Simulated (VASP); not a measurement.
# BAs (F-43m) in VASP: settings compared

BAs is run at these levels: r2SCAN, HSE06; tasks: single point.

Everything below comes from runs of VASP 6.6.1. Logs are shortened: lines on timing, memory, paths and dates and some standing lists are left out, and cuts for length are marked.

## 1. The cell of the first run

Symmetry: F-43m, No. 216, cubic system. Conventional cell: a = 4.777 Å, b = 4.777 Å, c = 4.777 Å, α = 90.00°, β = 90.00°, γ = 90.00°. As (site symmetry -43m) has 4 B at 2.07 Å within 2.7 Å. Within 2.7 Å of B (site symmetry -43m) lie 4 As at 2.07 Å.

## 2. Single point, r2SCAN, non-collinear spin, zero start, spin-orbit coupling

File POSCAR:

```
BAs
1.0
    0.0000000000      2.3885000000      2.3885000000
    2.3885000000      0.0000000000      2.3885000000
    2.3885000000      2.3885000000      0.0000000000
As B
1 1
Direct
    0.7500000000      0.7500000000      0.7500000000
    0.0000000000      0.0000000000      0.0000000000
```

File INCAR.step1:

```
SYSTEM = BAs
  PREC = Accurate
  ENCUT = 520
  ISMEAR = 1
  SIGMA = 0.05
  LREAL = .False.
  LASPH = .True.
  NELM = 150
  MAGMOM = 0 0 0 0 0 0
  LSORBIT = .True.
  GGA_COMPAT = .False.
  NBANDS = 20
  GGA = PE
  ALGO = Normal
  EDIFF = 1E-4
  LWAVE = .True.
  LCHARG = .False.
```

File INCAR.step2:

```
SYSTEM = BAs
  PREC = Accurate
  ENCUT = 520
  EDIFF = 1E-6
  ISMEAR = 1
  SIGMA = 0.05
  LREAL = .False.
  LASPH = .True.
  NELM = 150
  ALGO = Normal
  ISIF = 2
  LWAVE = .False.
  LCHARG = .False.
  MAGMOM = 0 0 0 0 0 0
  LORBIT = 11
  LSORBIT = .True.
  GGA_COMPAT = .False.
  LORBMOM = .True.
  METAGGA = R2SCAN
  LMIXTAU = .True.
  NBANDS = 20
  ISTART = 1
```

File KPOINTS:

```
Automatic mesh
0
Gamma
  8 8 8
  0 0 0
```

Potentials or basis: VASP PAW PBE potentials, release 64 (As, B).

Run with:

```console
$ cat potpaw_PBE.64/As/POTCAR potpaw_PBE.64/B/POTCAR > POTCAR
$ cp INCAR.step1 INCAR
$ mpirun -np 1 vasp_ncl > vasp.out
$ cp INCAR.step2 INCAR
$ mpirun -np 1 vasp_ncl > vasp.out
```

OUTCAR:

```text
SYSTEM = BAs
   PREC = Accurate
   ENCUT = 520
   EDIFF = 1E-6
   ISMEAR = 1
   LREAL = .False.
   LASPH = .True.
   NELM = 150
   ISIF = 2
   LORBIT = 11
   LSORBIT = .True.
   METAGGA = R2SCAN
   ISTART = 1

 ion  position               nearest neighbor table
   1  0.750  0.750  0.750-   2 2.07   2 2.07   2 2.07   2 2.07
   2  0.000  0.000  0.000-   1 2.07   1 2.07   1 2.07   1 2.07

  LATTYP: Found a face centered cubic cell.
 ALAT       =     4.7770000000

  Lattice vectors:

 A1 = (   0.0000000000,   2.3885000000,   2.3885000000)
 A2 = (   2.3885000000,   0.0000000000,   2.3885000000)
 A3 = (   2.3885000000,   2.3885000000,   0.0000000000)

Analysis of symmetry for initial positions (statically):
=====================================================================
 Subroutine PRICEL returns:
 Original cell was already a primitive cell.

 Routine SETGRP: Setting up the symmetry group for a
 face centered cubic supercell.

 Subroutine GETGRP returns: Found 24 space group operations
 (whereof 24 operations were pure point group operations)
 out of a pool of 48 trial point group operations.

The static configuration has the point symmetry T_d .

Analysis of symmetry for dynamics (positions and initial velocities):
=====================================================================
 Subroutine PRICEL returns:
 Original cell was already a primitive cell.

 Routine SETGRP: Setting up the symmetry group for a
 face centered cubic supercell.

 Subroutine GETGRP returns: Found 24 space group operations
 (whereof 24 operations were pure point group operations)
 out of a pool of 48 trial point group operations.

The dynamic configuration has the point symmetry T_d .

Analysis of structural, dynamic, and magnetic symmetry:
=====================================================================
 Subroutine PRICEL returns:
 Original cell was already a primitive cell.

 Routine SETGRP: Setting up the symmetry group for a
 face centered cubic supercell.

 Subroutine GETGRP returns: Found 24 space group operations
 (whereof 24 operations were pure point group operations)
 out of a pool of 48 trial point group operations.

The overall configuration has the point symmetry T_d .

 Subroutine INISYM returns: Found 24 space group operations
 (whereof 24 operations are pure point group operations),
 and found     1 'primitive' translations

----------------------------------------------------------------------------------------

                                     Primitive cell

  volume of cell :      27.2525

  direct lattice vectors                    reciprocal lattice vectors
     0.000000000  2.388500000  2.388500000    -0.209336404  0.209336404  0.209336404
     2.388500000  0.000000000  2.388500000     0.209336404 -0.209336404  0.209336404
     2.388500000  2.388500000  0.000000000     0.209336404  0.209336404 -0.209336404

  length of vectors
     3.377849094  3.377849094  3.377849094     0.362581287  0.362581287  0.362581287

  position of ions in fractional coordinates (direct lattice)
     0.750000000  0.750000000  0.750000000
     0.000000000  0.000000000  0.000000000

  ion indices of the primitive-cell ions
   primitive index   ion index
                 1           1
                 2           2

----------------------------------------------------------------------------------------

 KPOINTS: Automatic mesh

Automatic generation of k-mesh.
 Grid dimensions read from file:
 generate k-points for:    8    8    8

 Generating k-lattice:

  Cartesian coordinates                     Fractional coordinates (reciprocal lattice)
    -0.026167050  0.026167050  0.026167050     0.125000000  0.000000000  0.000000000
[... 88 lines left out ...]
   LEPSILON=     F    determine dielectric tensor
   LRPA    =     F    only Hartree local field effects (RPA)
 Methfessel and Paxton  Order N= 1 SIGMA  =   0.05
  energy-cutoff  :      520.00
  volume of cell :       27.25
 maximum number of plane-waves:      1508
 NGX is ok and might be reduce to    28
   NGX = 13   NGY = 13   NGZ = 13

 number of electron       8.0000000 magnetization      -0.0000000     -0.0000000     -0.0000000

 number of electron       8.0000000 magnetization      -0.0000000     -0.0000000      0.0000000

 number of electron       8.0000000 magnetization      -0.0000000      0.0000000      0.0000000

 Free energy of the ion-electron system (eV)
  ---------------------------------------------------
  ext. energy  EPLUGINS =         0.00000000
  ---------------------------------------------------
  free energy    TOTEN  =       -22.26370928 eV

  energy without entropy =      -22.26372060  energy(sigma->0) =      -22.26371306

 E-fermi :   6.1334     XC(G=0): -11.1328

 val. band max:        6.0913506665   @ k =   0.0000   0.0000   0.0000
 cond. band min:       7.4056886272   @ k =   0.3750   0.3750   0.0000
 fundamental gap:      1.3143379607
 Fermi energy:         6.1334447011

 k-point     1 :       0.0000    0.0000    0.0000
  band No.  band energies     occupation
      1     -10.1334      1.00000
      2     -10.1334      1.00000
      3       5.8791      1.00000
      4       5.8791      1.00000
      5       6.0914      1.00000
      6       6.0914      1.00000
[... 541 lines left out ...]
     19      21.8037      0.00000
     20      21.8221      0.00000

 [... further k-points ...]
[... 5 lines left out ...]
  --------------------------------------------------------------------------------------
  -------------------------------------------------------------------------------------
  Total        0.1473110      0.1473110      0.1473110      0.0000000     -0.0000000      0.0000000
  in kB        8.6604398      8.6604398      8.6604398      0.0000000     -0.0000000      0.0000000
  external PRESSURE =       8.6604398 kB  Pullay stress =       0.0000000 kB

 VOLUME and BASIS-vectors are now :
 -----------------------------------------------------------------------------
  energy-cutoff  :      520.00
  volume of cell :       27.25
      direct lattice vectors                 reciprocal lattice vectors
     0.000000000  2.388500000  2.388500000    -0.209336404  0.209336404  0.209336404
     2.388500000  0.000000000  2.388500000     0.209336404 -0.209336404  0.209336404
     2.388500000  2.388500000  0.000000000     0.209336404  0.209336404 -0.209336404

 POSITION                                       TOTAL-FORCE (eV/Angst)
 -----------------------------------------------------------------------------------
      3.58275      3.58275      3.58275         0.000000      0.000000      0.000000
      0.00000      0.00000      0.00000        -0.000000     -0.000000     -0.000000
 -----------------------------------------------------------------------------------
    total drift:                                0.000000      0.000000      0.000000

  FREE ENERGIE OF THE ION-ELECTRON SYSTEM (eV)
  ---------------------------------------------------
  free  energy   TOTEN  =       -22.2637092804 eV

  energy  without entropy=      -22.2637206044  energy(sigma->0) =      -22.26371306

 orbital moment (x)

 # of ion     p       d       tot
 ----------------------------------------
  1        -0.000   0.000  -0.000
  2        -0.000   0.000  -0.000
 ----------------------------------------
           -0.000   0.000  -0.000

 orbital moment (y)

 # of ion     p       d       tot
 ----------------------------------------
  1        -0.000   0.000  -0.000
  2         0.000   0.000   0.000
 ----------------------------------------
            0.000   0.000   0.000

 orbital moment (z)

 # of ion     p       d       tot
 ----------------------------------------
  1         0.000  -0.000  -0.000
  2         0.000   0.000   0.000
 ----------------------------------------
            0.000  -0.000  -0.000

 Spin-Orbit-Coupling matrix elements

 Ion:    1  E_soc:     -0.0204489
 l=   1
     0.0000000    -0.0033820    -0.0033820
    -0.0033820     0.0000000    -0.0033820
    -0.0033820    -0.0033820     0.0000000
 l=   2
     0.0000000    -0.0000133     0.0000000    -0.0000133    -0.0000129
    -0.0000133     0.0000000    -0.0000097    -0.0000133    -0.0000032
     0.0000000    -0.0000097     0.0000000    -0.0000097     0.0000000
    -0.0000133    -0.0000133    -0.0000097     0.0000000    -0.0000032
    -0.0000129    -0.0000032     0.0000000    -0.0000032     0.0000000
 l=   3
     0.0000000     0.0000000     0.0000000     0.0000000     0.0000000     0.0000000     0.0000000
     0.0000000     0.0000000     0.0000000     0.0000000     0.0000000     0.0000000     0.0000000
     0.0000000     0.0000000     0.0000000     0.0000000     0.0000000     0.0000000     0.0000000
     0.0000000     0.0000000     0.0000000     0.0000000     0.0000000     0.0000000     0.0000000
     0.0000000     0.0000000     0.0000000     0.0000000     0.0000000     0.0000000     0.0000000
     0.0000000     0.0000000     0.0000000     0.0000000     0.0000000     0.0000000     0.0000000
     0.0000000     0.0000000     0.0000000     0.0000000     0.0000000     0.0000000     0.0000000

 Ion:    2  E_soc:     -0.0000088
 l=   1
     0.0000000    -0.0000015    -0.0000015
    -0.0000015     0.0000000    -0.0000015
    -0.0000015    -0.0000015     0.0000000
 l=   2
     0.0000000     0.0000000     0.0000000     0.0000000     0.0000000
     0.0000000     0.0000000     0.0000000     0.0000000     0.0000000
     0.0000000     0.0000000     0.0000000     0.0000000     0.0000000
     0.0000000     0.0000000     0.0000000     0.0000000     0.0000000
     0.0000000     0.0000000     0.0000000     0.0000000     0.0000000
 l=   3
     0.0000000     0.0000000     0.0000000     0.0000000     0.0000000     0.0000000     0.0000000
     0.0000000     0.0000000     0.0000000     0.0000000     0.0000000     0.0000000     0.0000000
     0.0000000     0.0000000     0.0000000     0.0000000     0.0000000     0.0000000     0.0000000
     0.0000000     0.0000000     0.0000000     0.0000000     0.0000000     0.0000000     0.0000000
     0.0000000     0.0000000     0.0000000     0.0000000     0.0000000     0.0000000     0.0000000
     0.0000000     0.0000000     0.0000000     0.0000000     0.0000000     0.0000000     0.0000000
     0.0000000     0.0000000     0.0000000     0.0000000     0.0000000     0.0000000     0.0000000

 total charge

# of ion       s       p       d       tot
------------------------------------------
    1        1.171   1.697   0.092   2.961
    2        0.669   1.166   0.000   1.835
--------------------------------------------------
tot          1.840   2.863   0.092   4.796

 magnetization (x)

# of ion       s       p       d       tot
------------------------------------------
    1        0.000  -0.000  -0.000  -0.000
    2        0.000   0.000   0.000   0.000
--------------------------------------------------
tot          0.000   0.000  -0.000   0.000

 magnetization (y)

# of ion       s       p       d       tot
------------------------------------------
    1       -0.000   0.000   0.000  -0.000
    2        0.000   0.000   0.000   0.000
--------------------------------------------------
tot         -0.000   0.000   0.000   0.000

 magnetization (z)

# of ion       s       p       d       tot
------------------------------------------
    1       -0.000   0.000   0.000  -0.000
    2        0.000  -0.000   0.000  -0.000
--------------------------------------------------
tot          0.000  -0.000   0.000  -0.000
```

It took 5.6 min on 1 thread of Intel Xeon Platinum 8259CL at 2.50GHz (Skylake/Cascade Lake), shared host; peak memory 0.3 GiB.

Results:

```yaml
Free_energy: -22.2637 eV
Pressure: 0.9 GPa
Net_moment: 0.00 μB per cell
Valence_electrons_inside_the_program's_atomic_spheres: As 2.96; B 1.83
```

Moments on the atoms (μB; x, y, z):
```
As  0.00 0.00 0.00
B   0.00 0.00 0.00
```

Caveat: the PAW data sets were made with another functional, which shifts forces and pressure a little.

## 3. Single point, r2SCAN, non-collinear spin, zero start, spin-orbit coupling

POSCAR is that of step 2.

File INCAR.step1:

```
SYSTEM = BAs
PREC = Accurate ; ENCUT = 520
ISMEAR = 1 ; SIGMA = 0.025
LREAL = .False. ; LASPH = .True.
NELM = 150 ; LNONCOLLINEAR = .True.
MAGMOM = 0 0 0 0 0 0 ; LSORBIT = .True.
GGA_COMPAT = .False. ; NBANDS = 20
GGA = PE ; ALGO = Normal
EDIFF = 1E-4 ; LWAVE = .True.
LCHARG = .False.
```

File INCAR.step2:

```
SYSTEM = BAs
PREC = Accurate ; ENCUT = 520
EDIFF = 1E-6 ; ISMEAR = 1
SIGMA = 0.025 ; LREAL = .False.
LASPH = .True. ; NELM = 150
ALGO = Normal ; ISIF = 2
LWAVE = .False. ; LCHARG = .False.
LNONCOLLINEAR = .True. ; MAGMOM = 0 0 0 0 0 0
LORBIT = 11 ; LSORBIT = .True.
GGA_COMPAT = .False. ; LORBMOM = .True.
METAGGA = R2SCAN ; LMIXTAU = .True.
NBANDS = 20 ; ISTART = 1
```

File KPOINTS:

```
regular mesh
0
Gamma
  8 8 8
  0 0 0
```

Potentials or basis: VASP PAW PBE potentials, release 64 (As, B).

Run with:

```console
$ cat potpaw_PBE.64/As/POTCAR potpaw_PBE.64/B/POTCAR > POTCAR
$ cp INCAR.step1 INCAR
$ mpirun -np 1 vasp_ncl > vasp.out
$ cp INCAR.step2 INCAR
$ mpirun -np 1 vasp_ncl > vasp.out
```

Wall time 5.9 min (1 thread of Intel Xeon Platinum 8259CL at 2.50GHz (Skylake/Cascade Lake), shared host); peak memory 0.31 GiB.

The run converged. Its results:

```
Free energy                                           : -22.2637 eV
Pressure                                              : 0.9 GPa
Net moment                                            : 0.00 μB per cell
Valence electrons inside the program's atomic spheres : As 2.96; B 1.83
```

Moments on the atoms (μB; x, y, z):
```
As  0.00 0.00 0.00
B   0.00 0.00 0.00
```

Caveat: the PAW data sets were made with another functional, which shifts forces and pressure a little.

[end of part 1 of 2]
